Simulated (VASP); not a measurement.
# As2Pt (Pa-3) in VASP: vibrations by perturbation theory with PBEsol

Aim: the vibrations by perturbation theory of As2Pt with PBEsol.

All numbers are computed with VASP 6.6.1; they aren't measurements. Logs are shortened: lines on timing, memory, paths and dates and some standing lists are left out, and cuts for length are marked.

### 1 The cell of the first run

The structure is cubic, space group Pa-3 (No. 205). Conventional cell: a = 5.981 Å, b = 5.981 Å, c = 5.981 Å, α = 90.00°, β = 90.00°, γ = 90.00°. As (site symmetry 3) has 1 As at 2.42 Å and 3 Pt at 2.50 Å within 3.2 Å. Within 3.3 Å of Pt (site symmetry -3) lie 6 As at 2.50 Å.

### 2 Vibrations by perturbation theory, PBEsol

The input, INCAR:

```
ALGO = Normal
EDIFF = 1E-8
ENCUT = 500
GGA = PS
GGA_COMPAT = False
IBRION = 8
ISIF = 2
ISMEAR = 0
KPAR = 4
LASPH = True
LCHARG = False
LEPSILON = True
LREAL = False
LWAVE = False
NELM = 120
NSW = 1
PREC = Accurate
SIGMA = 0.01
```

The input, KPOINTS:

```
k-points
0
Gamma
  4 4 4
```

The input, POSCAR:

```
As2Pt
1.0
    5.9805332361      0.0000000000      0.0000000000
    0.0000000000      5.9805332361      0.0000000000
    0.0000000000      0.0000000000      5.9805332361
As Pt
8 4
Direct
    0.3831439703      0.3831439703      0.3831439703
    0.1168560297      0.6168560297      0.8831439703
    0.8831439703      0.1168560297      0.6168560297
    0.6168560297      0.8831439703      0.1168560297
    0.6168560297      0.6168560297      0.6168560297
    0.8831439703      0.3831439703      0.1168560297
    0.1168560297      0.8831439703      0.3831439703
    0.3831439703      0.1168560297      0.8831439703
    0.0000000000      0.0000000000      0.0000000000
    0.5000000000      0.0000000000      0.5000000000
    0.5000000000      0.5000000000      0.0000000000
    0.0000000000      0.5000000000      0.5000000000
```

Potentials or basis: VASP PAW PBE potentials, release 64 (As, Pt).

Launch:

```sh
$ cat potpaw_PBE.64/As/POTCAR potpaw_PBE.64/Pt/POTCAR > POTCAR
$ mpirun -np 4 vasp_std > vasp.out
```

OUTCAR:

```text
EDIFF = 1E-8
   ENCUT = 500
   GGA = PS
   IBRION = 8
   ISIF = 2
   ISMEAR = 0
   LASPH = True
   LEPSILON = True
   LREAL = False
   NELM = 120
   NSW = 1
   PREC = Accurate

 ion  position               nearest neighbor table
   1  0.383  0.383  0.383-   5 2.42  10 2.50  11 2.50  12 2.50
   2  0.117  0.617  0.883-   6 2.42   9 2.50  11 2.50  12 2.50
   3  0.883  0.117  0.617-   7 2.42   9 2.50  10 2.50  12 2.50
   4  0.617  0.883  0.117-   8 2.42   9 2.50  10 2.50  11 2.50
   5  0.617  0.617  0.617-   1 2.42  10 2.50  11 2.50  12 2.50
   6  0.883  0.383  0.117-   2 2.42   9 2.50  11 2.50  12 2.50
   7  0.117  0.883  0.383-   3 2.42   9 2.50  10 2.50  12 2.50
   8  0.383  0.117  0.883-   4 2.42   9 2.50  10 2.50  11 2.50
   9  0.000  0.000  0.000-   2 2.50   3 2.50   4 2.50   6 2.50   7 2.50   8 2.50
  10  0.500  0.000  0.500-   1 2.50   3 2.50   4 2.50   5 2.50   7 2.50   8 2.50
  11  0.500  0.500  0.000-   1 2.50   2 2.50   4 2.50   5 2.50   6 2.50   8 2.50
  12  0.000  0.500  0.500-   1 2.50   2 2.50   3 2.50   5 2.50   6 2.50   7 2.50

  LATTYP: Found a simple cubic cell.
 ALAT       =     5.9805332361

  Lattice vectors:

 A1 = (   5.9805332361,   0.0000000000,   0.0000000000)
 A2 = (   0.0000000000,   5.9805332361,   0.0000000000)
 A3 = (   0.0000000000,   0.0000000000,   5.9805332361)

Analysis of symmetry for initial positions (statically):
=====================================================================
[... 939 lines left out ...]
  5X     3.326492    2.341524    2.344605    1.657703    0.039474    0.546889   -0.161928   -0.540525    0.072843   -0.446432   -0.069748    0.042078  -13.644866   -0.108310   -0.109193   -0.150709   -0.266109   -0.337779    1.163805    0.338792   -0.044083    0.124755    0.044692   -0.267506   -0.139784    0.024591   -0.016260    1.643366   -1.029639   -0.095068    1.648667    0.004168   -1.126251    4.978932   -0.778912   -1.010275
  5Y     2.344605    3.326492    2.341524    0.042078   -0.446432   -0.069748    0.546889    1.657703    0.039474    0.072843   -0.161928   -0.540525   -0.109193  -13.644866   -0.108310   -0.267506    0.124755    0.044692   -0.337779   -0.150709   -0.266109   -0.044083    1.163805    0.338792   -0.016260   -0.139784    0.024591   -1.010275    4.978932   -0.778912   -0.095068    1.643366   -1.029639   -1.126251    1.648667    0.004168
  5Z     2.341524    2.344605    3.326492   -0.540525    0.072843   -0.161928   -0.069748    0.042078   -0.446432    0.039474    0.546889    1.657703   -0.108310   -0.109193  -13.644866    0.338792   -0.044083    1.163805    0.044692   -0.267506    0.124755   -0.266109   -0.337779   -0.150709    0.024591   -0.016260   -0.139784    0.004168   -1.126251    1.648667   -0.778912   -1.010275    4.978932   -1.029639   -0.095068    1.643366
  6X     1.657703    0.039474   -0.546889    3.326492    2.341524   -2.344605   -0.446432   -0.069748   -0.042078   -0.161928   -0.540525   -0.072843   -0.150709   -0.266109    0.337779  -13.644866   -0.108310    0.109193    0.124755    0.044692    0.267506    1.163805    0.338792    0.044083    1.643366   -1.029639    0.095068   -0.139784    0.024591    0.016260    4.978932   -0.778912    1.010275    1.648667    0.004168    1.126251
  6Y     0.042078   -0.446432    0.069748    2.344605    3.326492   -2.341524    0.072843   -0.161928    0.540525    0.546889    1.657703   -0.039474   -0.267506    0.124755   -0.044692   -0.109193  -13.644866    0.108310   -0.044083    1.163805   -0.338792   -0.337779   -0.150709    0.266109   -1.010275    4.978932    0.778912   -0.016260   -0.139784   -0.024591   -1.126251    1.648667   -0.004168   -0.095068    1.643366    1.029639
[... 5 lines left out ...]
  8Y    -0.072843   -0.161928    0.540525   -0.546889    1.657703   -0.039474   -0.042078   -0.446432    0.069748   -2.344605    3.326492   -2.341524    0.044083    1.163805   -0.338792    0.337779   -0.150709    0.266109    0.267506    0.124755   -0.044692    0.109193  -13.644866    0.108310    1.126251    1.648667   -0.004168    0.095068    1.643366    1.029639    1.010275    4.978932    0.778912    0.016260   -0.139784   -0.024591
  8Z     0.039474   -0.546889    1.657703   -0.069748   -0.042078   -0.446432   -0.540525   -0.072843   -0.161928    2.341524   -2.344605    3.326492   -0.266109    0.337779   -0.150709    0.044692    0.267506    0.124755    0.338792    0.044083    1.163805   -0.108310    0.109193  -13.644866   -1.029639    0.095068    1.643366   -0.778912    1.010275    4.978932    0.004168    1.126251    1.648667    0.024591    0.016260   -0.139784
  9X    -0.144552   -0.016381    0.023733    1.649092   -1.008907   -0.000371    1.656090    0.094905    0.779548    4.975209    1.123249   -1.028431   -0.144552   -0.016381    0.023733    1.649092   -1.008907   -0.000371    1.656090    0.094905    0.779548    4.975209    1.123249   -1.028431  -16.608348    0.180108    0.175961    0.110850   -0.143910    0.727214    0.195779   -0.727481   -0.307679    0.030040    0.305553   -0.144452
  9Y     0.023733   -0.144552   -0.016381   -1.028431    4.975209    1.123249   -0.000371    1.649092   -1.008907    0.779548    1.656090    0.094905    0.023733   -0.144552   -0.016381   -1.028431    4.975209    1.123249   -0.000371    1.649092   -1.008907    0.779548    1.656090    0.094905    0.175961  -16.608348    0.180108   -0.144452    0.030040    0.305553    0.727214    0.110850   -0.143910   -0.307679    0.195779   -0.727481
  9Z    -0.016381    0.023733   -0.144552    0.094905    0.779548    1.656090    1.123249   -1.028431    4.975209   -1.008907   -0.000371    1.649092   -0.016381    0.023733   -0.144552    0.094905    0.779548    1.656090    1.123249   -1.028431    4.975209   -1.008907   -0.000371    1.649092    0.180108    0.175961  -16.608348   -0.727481   -0.307679    0.195779    0.305553   -0.144452    0.030040   -0.143910    0.727214    0.110850
 10X     1.649092   -1.008907    0.000371   -0.144552   -0.016381   -0.023733    4.975209    1.123249    1.028431    1.656090    0.094905   -0.779548    1.649092   -1.008907    0.000371   -0.144552   -0.016381   -0.023733    4.975209    1.123249    1.028431    1.656090    0.094905   -0.779548    0.110850   -0.143910   -0.727214  -16.608348    0.180108   -0.175961    0.030040    0.305553    0.144452    0.195779   -0.727481    0.307679
 10Y    -1.028431    4.975209   -1.123249    0.023733   -0.144552    0.016381    0.779548    1.656090   -0.094905   -0.000371    1.649092    1.008907   -1.028431    4.975209   -1.123249    0.023733   -0.144552    0.016381    0.779548    1.656090   -0.094905   -0.000371    1.649092    1.008907   -0.144452    0.030040   -0.305553    0.175961  -16.608348   -0.180108   -0.307679    0.195779    0.727481    0.727214    0.110850    0.143910
 10Z    -0.094905   -0.779548    1.656090    0.016381   -0.023733   -0.144552    1.008907    0.000371    1.649092   -1.123249    1.028431    4.975209   -0.094905   -0.779548    1.656090    0.016381   -0.023733   -0.144552    1.008907    0.000371    1.649092   -1.123249    1.028431    4.975209    0.727481    0.307679    0.195779   -0.180108   -0.175961  -16.608348    0.143910   -0.727214    0.110850   -0.305553    0.144452    0.030040
 11X     1.656090   -0.094905   -0.779548    4.975209   -1.123249    1.028431   -0.144552    0.016381   -0.023733    1.649092    1.008907    0.000371    1.656090   -0.094905   -0.779548    4.975209   -1.123249    1.028431   -0.144552    0.016381   -0.023733    1.649092    1.008907    0.000371    0.195779    0.727481    0.307679    0.030040   -0.305553    0.144452  -16.608348   -0.180108   -0.175961    0.110850    0.143910   -0.727214
 11Y     0.000371    1.649092   -1.008907   -0.779548    1.656090    0.094905   -0.023733   -0.144552   -0.016381    1.028431    4.975209    1.123249    0.000371    1.649092   -1.008907   -0.779548    1.656090    0.094905   -0.023733   -0.144552   -0.016381    1.028431    4.975209    1.123249   -0.727214    0.110850   -0.143910    0.307679    0.195779   -0.727481   -0.175961  -16.608348    0.180108    0.144452    0.030040    0.305553
 11Z    -1.123249   -1.028431    4.975209    1.008907   -0.000371    1.649092    0.016381    0.023733   -0.144552   -0.094905    0.779548    1.656090   -1.123249   -1.028431    4.975209    1.008907   -0.000371    1.649092    0.016381    0.023733   -0.144552   -0.094905    0.779548    1.656090   -0.305553   -0.144452    0.030040    0.143910    0.727214    0.110850   -0.180108    0.175961  -16.608348    0.727481   -0.307679    0.195779
 12X     4.975209   -1.123249   -1.028431    1.656090   -0.094905    0.779548    1.649092    1.008907   -0.000371   -0.144552    0.016381    0.023733    4.975209   -1.123249   -1.028431    1.656090   -0.094905    0.779548    1.649092    1.008907   -0.000371   -0.144552    0.016381    0.023733    0.030040   -0.305553   -0.144452    0.195779    0.727481   -0.307679    0.110850    0.143910    0.727214  -16.608348   -0.180108    0.175961
 12Y    -0.779548    1.656090   -0.094905    0.000371    1.649092    1.008907    1.028431    4.975209   -1.123249   -0.023733   -0.144552    0.016381   -0.779548    1.656090   -0.094905    0.000371    1.649092    1.008907    1.028431    4.975209   -1.123249   -0.023733   -0.144552    0.016381    0.307679    0.195779    0.727481   -0.727214    0.110850    0.143910    0.144452    0.030040   -0.305553   -0.175961  -16.608348   -0.180108
 12Z    -1.008907    0.000371    1.649092    1.123249    1.028431    4.975209    0.094905   -0.779548    1.656090   -0.016381   -0.023733   -0.144552   -1.008907    0.000371    1.649092    1.123249    1.028431    4.975209    0.094905   -0.779548    1.656090   -0.016381   -0.023733   -0.144552   -0.143910   -0.727214    0.110850    0.305553    0.144452    0.030040   -0.727481    0.307679    0.195779    0.180108   -0.175961  -16.608348

 Eigenvectors and eigenvalues of the dynamical matrix
   1 f  =    8.601276 THz    54.043411 2PiTHz  286.907686 cm-1    35.572003 meV
   2 f  =    8.601276 THz    54.043411 2PiTHz  286.907686 cm-1    35.572003 meV
   3 f  =    8.601276 THz    54.043411 2PiTHz  286.907686 cm-1    35.572003 meV
   4 f  =    8.123411 THz    51.040899 2PiTHz  270.967837 cm-1    33.595715 meV
   5 f  =    7.702526 THz    48.396399 2PiTHz  256.928616 cm-1    31.855074 meV
   6 f  =    7.702526 THz    48.396399 2PiTHz  256.928616 cm-1    31.855074 meV
[... 25 lines left out ...]
  32 f  =    3.150551 THz    19.795496 2PiTHz  105.091073 cm-1    13.029627 meV
  33 f  =    3.021912 THz    18.987236 2PiTHz  100.800150 cm-1    12.497620 meV
  34 f/i=    0.003605 THz     0.022651 2PiTHz    0.120251 cm-1     0.014909 meV
  35 f/i=    0.003605 THz     0.022651 2PiTHz    0.120251 cm-1     0.014909 meV
  36 f/i=    0.003605 THz     0.022651 2PiTHz    0.120251 cm-1     0.014909 meV

 MACROSCOPIC STATIC DIELECTRIC TENSOR IONIC CONTRIBUTION
 ------------------------------------------------------
           5.095789    -0.000000     0.000000
          -0.000000     5.095789     0.000000
           0.000000     0.000000     5.095789
 ------------------------------------------------------

 ELASTIC MODULI CONTR FROM IONIC RELAXATION (kBar)
 Direction    XX          YY          ZZ          XY          YZ          ZX
 --------------------------------------------------------------------------------
 XX        -295.0872    139.0615    139.0615     -0.0000     -0.0000      0.0000
 YY         139.0615   -295.0872    139.0615     -0.0000      0.0000      0.0000
 ZZ         139.0615    139.0615   -295.0872      0.0000     -0.0000     -0.0000
 XY          -0.0000     -0.0000      0.0000   -237.2561     -0.0000      0.0000
 YZ           0.0000      0.0000     -0.0000     -0.0000   -237.2561     -0.0000
 ZX           0.0000      0.0000     -0.0000      0.0000     -0.0000   -237.2561
 --------------------------------------------------------------------------------

 PIEZOELECTRIC TENSOR IONIC CONTR  for field in x, y, z        (C/m^2)
          XX          YY          ZZ          XY          YZ          ZX
  --------------------------------------------------------------------------------
  x     0.00000    -0.00000     0.00000    -0.00000    -0.00000    -0.00000
  y     0.00000    -0.00000    -0.00000    -0.00000    -0.00000    -0.00000
  z     0.00000     0.00000    -0.00000    -0.00000    -0.00000    -0.00000
```

Wall time 9.7 min (4 MPI ranks of Intel Xeon Platinum 8559C (Emerald Rapids), shared host); peak memory 0.97 GiB.

Results:

```
Electronic dielectric tensor (diagonal) : 27.02
Born charges (mean of the diagonal)     : As +2.11; Pt -4.22 e
Highest phonon frequency at Γ           : 287 cm⁻¹
```

Phonon frequencies in cm⁻¹ (negative: imaginary):
```csv
q point,frequencies
"(0.000, 0.000, 0.000)",0 0 0 101 105 105 105 114 114 150 150 150 168 174 174 174 204 204 214 214 214 236 236 236 244 244 248 248 248 257 257 257 271 287 287 287
```

Electronic dielectric tensor:
```
27.02  0.00  0.00
 0.00 27.02  0.00
 0.00  0.00 27.02
```

Born effective charge tensors (e):
atom 1, As
```
2.11 0.36 0.14
0.14 2.11 0.36
0.36 0.14 2.11
```
atom 2, As
```
 2.11  0.36 -0.14
 0.14  2.11 -0.36
-0.36 -0.14  2.11
```
atom 3, As
```
 2.11 -0.36 -0.14
-0.14  2.11  0.36
-0.36  0.14  2.11
```
atom 4, As
```
 2.11 -0.36  0.14
-0.14  2.11 -0.36
 0.36 -0.14  2.11
```
atom 5, As
```
2.11 0.36 0.14
0.14 2.11 0.36
0.36 0.14 2.11
```
atom 6, As
```
 2.11  0.36 -0.14
 0.14  2.11 -0.36
-0.36 -0.14  2.11
```
atom 7, As
```
 2.11 -0.36 -0.14
-0.14  2.11  0.36
-0.36  0.14  2.11
```
atom 8, As
```
 2.11 -0.36  0.14
-0.14  2.11 -0.36
 0.36 -0.14  2.11
```
atom 9, Pt
```
-4.22 -1.09 -0.39
-0.39 -4.22 -1.09
-1.09 -0.39 -4.22
```
atom 10, Pt
```
-4.22 -1.09  0.39
-0.39 -4.22  1.09
 1.09  0.39 -4.22
```
atom 11, Pt
```
-4.22  1.09  0.39
 0.39 -4.22 -1.09
 1.09 -0.39 -4.22
```
atom 12, Pt
```
-4.22  1.09 -0.39
 0.39 -4.22  1.09
-1.09  0.39 -4.22
```

Caveat: spin-orbit coupling is left out, which moves the levels of the heavy elements.
